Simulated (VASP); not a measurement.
# Ta (Im-3m) in VASP: relaxation of cell and atoms with PBE

Aim: the relaxation of cell and atoms of Ta with PBE.

Program: VASP 6.6.1. These are calculated values, not measurements. Logs are shortened: lines on timing, memory, paths and dates and some standing lists are left out, and cuts for length are marked.

### 1 The cell of the first run

Symmetry: Im-3m, No. 229, cubic system. The conventional cell has a = 3.321 Å, b = 3.321 Å, c = 3.321 Å, α = 90.00°, β = 90.00°, γ = 90.00°. Within 3.8 Å of Ta (site symmetry m-3m) lie 14 Ta at 2.88 to 3.32 Å.

### 2 Relaxation of cell and atoms, PBE

INCAR reads:

```
SYSTEM = Ta
ALGO = Normal ; EDIFF = 1E-6
EDIFFG = -0.005 ; ENCUT = 600
GGA = PE ; IBRION = 2
ISIF = 3 ; ISMEAR = -1
LASPH = .True. ; LCHARG = .False.
LREAL = .False. ; LWAVE = .False.
NELM = 100 ; NSW = 60
PREC = Accurate ; SIGMA = 0.05
```

KPOINTS reads:

```
k-points
0
Gamma
  16 16 16
  0 0 0
```

POSCAR reads:

```
Ta
1.0
   -1.6607199181      1.6607199181      1.6607199181
    1.6607199181     -1.6607199181      1.6607199181
    1.6607199181      1.6607199181     -1.6607199181
Ta
1
Direct
    0.0000000000      0.0000000000      0.0000000000
```

Potentials or basis: VASP PAW PBE potentials, release 64 (Ta_pv).

Started as:

```console
$ cat potpaw_PBE.64/Ta_pv/POTCAR > POTCAR
$ mpirun -np 1 vasp_std > vasp.out
```

OUTCAR:

```text
SYSTEM = Ta
   EDIFF = 1E-6
   EDIFFG = -0.005
   ENCUT = 600
   GGA = PE
   IBRION = 2
   ISIF = 3
   ISMEAR = -1
   LASPH = .True.
   LREAL = .False.
   NELM = 100
   NSW = 60
   PREC = Accurate

 ion  position               nearest neighbor table
   1  0.000  0.000  0.000-

  LATTYP: Found a body centered cubic cell.
 ALAT       =     3.3214398362

  Lattice vectors:

 A1 = (  -1.6607199181,   1.6607199181,   1.6607199181)
 A2 = (   1.6607199181,  -1.6607199181,   1.6607199181)
 A3 = (   1.6607199181,   1.6607199181,  -1.6607199181)

Analysis of symmetry for initial positions (statically):
=====================================================================
 Subroutine PRICEL returns:
 Original cell was already a primitive cell.

 Routine SETGRP: Setting up the symmetry group for a
 body centered cubic supercell.

 Subroutine GETGRP returns: Found 48 space group operations
 (whereof 48 operations were pure point group operations)
 out of a pool of 48 trial point group operations.

The static configuration has the point symmetry O_h .

Analysis of symmetry for dynamics (positions and initial velocities):
=====================================================================
 Subroutine PRICEL returns:
 Original cell was already a primitive cell.

 Routine SETGRP: Setting up the symmetry group for a
 body centered cubic supercell.

 Subroutine GETGRP returns: Found 48 space group operations
 (whereof 48 operations were pure point group operations)
 out of a pool of 48 trial point group operations.

The dynamic configuration has the point symmetry O_h .

 Subroutine INISYM returns: Found 48 space group operations
 (whereof 48 operations are pure point group operations),
 and found     1 'primitive' translations

----------------------------------------------------------------------------------------

                                     Primitive cell

  volume of cell :      18.3210

  direct lattice vectors                    reciprocal lattice vectors
    -1.660719918  1.660719918  1.660719918     0.000000000  0.301074248  0.301074248
     1.660719918 -1.660719918  1.660719918     0.301074248  0.000000000  0.301074248
     1.660719918  1.660719918 -1.660719918     0.301074248  0.301074248  0.000000000

  length of vectors
     2.876451275  2.876451275  2.876451275     0.425783284  0.425783284  0.425783284

  position of ions in fractional coordinates (direct lattice)
     0.000000000  0.000000000  0.000000000

  ion indices of the primitive-cell ions
   primitive index   ion index
                 1           1

----------------------------------------------------------------------------------------

 KPOINTS: k-points

Automatic generation of k-mesh.
 Grid dimensions read from file:
 generate k-points for:   16   16   16

 Generating k-lattice:

  Cartesian coordinates                     Fractional coordinates (reciprocal lattice)
     0.000000000  0.018817140  0.018817140     0.062500000  0.000000000  0.000000000
     0.018817140  0.000000000  0.018817140     0.000000000  0.062500000  0.000000000
     0.018817140  0.018817140  0.000000000     0.000000000  0.000000000  0.062500000

  Length of vectors
     0.026611455  0.026611455  0.026611455

  Shift w.r.t. Gamma in fractional coordinates (k-lattice)
     0.000000000  0.000000000  0.000000000

 Subroutine IBZKPT returns following result:
 ===========================================

 Found    145 irreducible k-points:

 Following reciprocal coordinates:
            Coordinates               Weight
  0.000000  0.000000  0.000000      1.000000
  0.062500  0.000000  0.000000     12.000000
  0.125000  0.000000  0.000000     12.000000
  0.187500  0.000000  0.000000     12.000000
  0.250000  0.000000  0.000000     12.000000
  0.312500  0.000000  0.000000     12.000000
[... 16 lines left out ...]
  0.187500  0.187500  0.000000     24.000000
  0.250000  0.187500  0.000000     48.000000
 [... further k-points ...]
   k-points           NKPTS =    145   k-points in BZ     NKDIM =    145   number of bands    NBANDS=      9
   number of dos      NEDOS =    301   number of ions     NIONS =      1
   total plane-waves  NPLWV =  13824
   dimension x,y,z NGX =    24 NGY =   24 NGZ =   24
   dimension x,y,z NGXF=    48 NGYF=   48 NGZF=   48
   ions per type =               1
   NGX,Y,Z   is equivalent  to a cutoff of  13.87, 13.87, 13.87 a.u.
   NGXF,Y,Z  is equivalent  to a cutoff of  27.74, 27.74, 27.74 a.u.
 SYSTEM =  Ta
   PREC   = accura    normal or accurate (medium, high low for compatibility)
   ISTART =      0    job   : 0-new  1-cont  2-samecut
   ICHARG =      2    charge: 1-file 2-atom 10-const
   ISPIN  =      1    spin polarized calculation?
   LNONCOLLINEAR =      F non collinear calculations
   LSORBIT =      F    spin-orbit coupling
   LASPH  =      T    aspherical Exc in radial PAW
   ENCUT  =  600.0 eV  44.10 Ry    6.64 a.u.   5.74  5.74  5.74*2*pi/ulx,y,z
   NELM   =    100;   NELMIN=  2; NELMDL= -5     # of ELM steps
   EDIFF  = 0.1E-05   stopping-criterion for ELM
   LREAL  =      F    real-space projection
   EDIFFG = -.5E-02   stopping-criterion for IOM
   NSW    =     60    number of steps for IOM
   IBRION =      2    ionic relax: 0-MD 1-quasi-New 2-CG
   NFREE  =      1    steps in history (QN), initial steepest desc. (CG)
   ISIF   =      3    stress and relaxation
   ISYM   =      2    0-nonsym 1-usesym 2-fastsym
   POTIM  = 0.5000    time-step for ionic-motion
   TEBEG  =    0.0;   TEEND  =   0.0 temperature during run
   PSTRESS=    0.0 pullay stress
   NELECT =      11.0000    total number of electrons
   NUPDOWN=      -1.0000    fix difference up-down
   EMIN   =  10.00;   EMAX   =-10.00  energy-range for DOS
   EFERMI =   0.00;   METHOD = LEGACY
   ISMEAR =    -1;   SIGMA  =   0.05  broadening in eV -4-tet -1-fermi 0-gaus
   EFERMI_NEDOS =   21; number of points for ismear=-14 and -15
   IALGO  =     38    algorithm
   IMIX   =      4    mixing-type and parameters
     AMIX     =   0.40;   BMIX     =  1.00
     AMIX_MAG =   1.60;   BMIX_MAG =  1.00
  volume/ion in A,a.u.               =      18.32       123.64
  Fermi-wavevector in a.u.,A,eV,Ry     =   1.381092  2.609886 25.951965  1.907416
  Thomas-Fermi vector in A             =   2.505909
   LORBIT       =      0    0 simple, 1 ext, 2 COOP (PROOUT), +10 PAW based schemes
   GGA     = PE    functional components
   LHFCALC =     F    Hartree Fock is set to
   AEXX    =    0.0000 exact exchange contribution
   IVDW    =     0    specifies the selected vdW correction
   LEPSILON=     F    determine dielectric tensor
   LRPA    =     F    only Hartree local field effects (RPA)
 conjugate gradient relaxation of ions
 non-spin polarized calculation
  energy-cutoff  :      600.00
  volume of cell :       18.32
 maximum number of plane-waves:       627
   NGX = 11   NGY = 11   NGZ = 11

 number of electron      11.0000000 magnetization

 Free energy of the ion-electron system (eV)
  ---------------------------------------------------
  ext. energy  EPLUGINS =         0.00000000
  ---------------------------------------------------
  free energy    TOTEN  =       -11.81588648 eV

  energy without entropy =      -11.80306849  energy(sigma->0) =      -11.80947748

 E-fermi :   5.3347     XC(G=0): -12.5322

 val. band max:        5.3346434759   @ k =  -0.1875   0.2500   0.1250
 cond. band min:       5.3465591504   @ k =  -0.3125   0.4375   0.1250
 fundamental gap:      0.0119156746
 Fermi energy:         5.3346670890

 k-point     1 :       0.0000    0.0000    0.0000
  band No.  band energies     occupation
      1     -27.7962      2.00000
      2     -27.7962      2.00000
      3     -27.7962      2.00000
      4      -2.5013      2.00000
      5       6.0800      0.00000
      6       6.0800      0.00000
      7       6.0800      0.00000
      8       9.2934      0.00000
      9       9.2934      0.00000

 k-point     2 :       0.0625    0.0000    0.0000
  band No.  band energies     occupation
      1     -27.8420      2.00000
      2     -27.8104      2.00000
      3     -27.7964      2.00000
      4      -2.3301      2.00000
      5       5.9688      0.00001
      6       6.0477      0.00000
      7       6.2473      0.00000
      8       9.1143      0.00000
      9       9.2939      0.00000

 k-point     3 :       0.1250    0.0000    0.0000
  band No.  band energies     occupation
      1     -27.9707      2.00000
      2     -27.8505      2.00000
      3     -27.7971      2.00000
      4      -1.8384      2.00000
      5       5.6691      0.00249
      6       5.9045      0.00002
      7       6.7427      0.00000
      8       8.7738      0.00000
      9       9.3069      0.00000

 k-point     4 :       0.1875    0.0000    0.0000
  band No.  band energies     occupation
      1     -28.1586      2.00000
      2     -27.9099      2.00000
      3     -27.7981      2.00000
      4      -1.0966      2.00000
      5       5.2592      1.63791
      6       5.5976      0.01035
      7       7.5464      0.00000
      8       8.6091      0.00000
      9       9.3593      0.00000
[... 205 lines left out ...]
 k-point    22 :       0.4375    0.1250    0.0000
  band No.  band energies     occupation
      1     -28.8513      2.00000
      2     -28.2112      2.00000
      3     -27.8618      2.00000
      4       1.5343      2.00000
      5       3.9387      2.00000
      6       6.1003      0.00000
      7       8.9832      0.00000
      8      10.4367      0.00000
      9      13.6248      0.00000

 k-point    23 :       0.1875    0.1875    0.0000
  band No.  band energies     occupation
      1     -28.5591      2.00000
      2     -28.0647      2.00000
      3     -27.8772      2.00000
      4       0.9995      2.00000
      5       4.3906      2.00000
      6       4.7381      1.99999
      7       8.4029      0.00000
      8      10.0337      0.00000
      9      10.5449      0.00000

 k-point    24 :       0.2500    0.1875    0.0000
  band No.  band energies     occupation
      1     -28.6690      2.00000
      2     -28.1577      2.00000
      3     -27.8918      2.00000
      4       1.6797      2.00000
      5       4.1270      2.00000
      6       4.7531      1.99998
      7       8.6498      0.00000
      8      10.1075      0.00000
      9      11.9529      0.00000

 [... further k-points ...]

------------------------ aborting loop because EDIFF is reached ----------------------------------------

  FORCE on cell =-STRESS in cart. coord.  units (eV):
  Direction    XX          YY          ZZ          XY          YZ          ZX
  --------------------------------------------------------------------------------------
  -------------------------------------------------------------------------------------
  Total        0.0007776      0.0007776      0.0007776      0.0000000     -0.0000000      0.0000000
  in kB        0.0680008      0.0680008      0.0680008      0.0000000     -0.0000000      0.0000000
  external PRESSURE =       0.0680008 kB  Pullay stress =       0.0000000 kB

 VOLUME and BASIS-vectors are now :
 -----------------------------------------------------------------------------
  energy-cutoff  :      600.00
  volume of cell :       18.32
      direct lattice vectors                 reciprocal lattice vectors
    -1.660719918  1.660719918  1.660719918     0.000000000  0.301074248  0.301074248
     1.660719918 -1.660719918  1.660719918     0.301074248  0.000000000  0.301074248
     1.660719918  1.660719918 -1.660719918     0.301074248  0.301074248  0.000000000

 POSITION                                       TOTAL-FORCE (eV/Angst)
 -----------------------------------------------------------------------------------
      0.00000      0.00000      0.00000        -0.000000      0.000000     -0.000000
 -----------------------------------------------------------------------------------
    total drift:                                0.000000      0.000000     -0.000000

  FREE ENERGIE OF THE ION-ELECTRON SYSTEM (eV)
  ---------------------------------------------------
  free  energy   TOTEN  =       -11.8158864775 eV

  energy  without entropy=      -11.8030684879  energy(sigma->0) =      -11.80947748

 reached required accuracy - stopping structural energy minimisation
```

Wall time 28 s (1 thread of Intel Xeon 8259CL, shared host); peak memory 0.16 GiB.

Results:

* Free energy: -11.8159 eV
* Pressure after relaxing: 0.0 GPa

Final structure:
```
Ta
1.0
    -1.66072    1.66072    1.66072
     1.66072   -1.66072    1.66072
     1.66072    1.66072   -1.66072
Ta
1
Direct
  0.00000 0.00000 0.00000
```

Levels at points of the mesh, in eV from the Fermi level:
| k point | band 3 | band 4 | band 5 | band 6 | band 7 | band 8 |
| --- | --- | --- | --- | --- | --- | --- |
| (0.00, 0.00, 0.00) | -33.13 | -7.84 | 0.75 | 0.75 | 0.75 | 3.96 |
| (0.50, 0.00, 0.00) | -33.14 | -4.29 | -1.48 | 1.53 | 3.83 | 4.84 |
| (0.50, 0.50, 0.50) | -33.91 | -3.69 | -3.69 | 6.71 | 6.71 | 6.71 |

Caveat: the relaxation stopped at its first step, so nothing moved; spin-orbit coupling is left out, which moves the levels of the heavy elements.
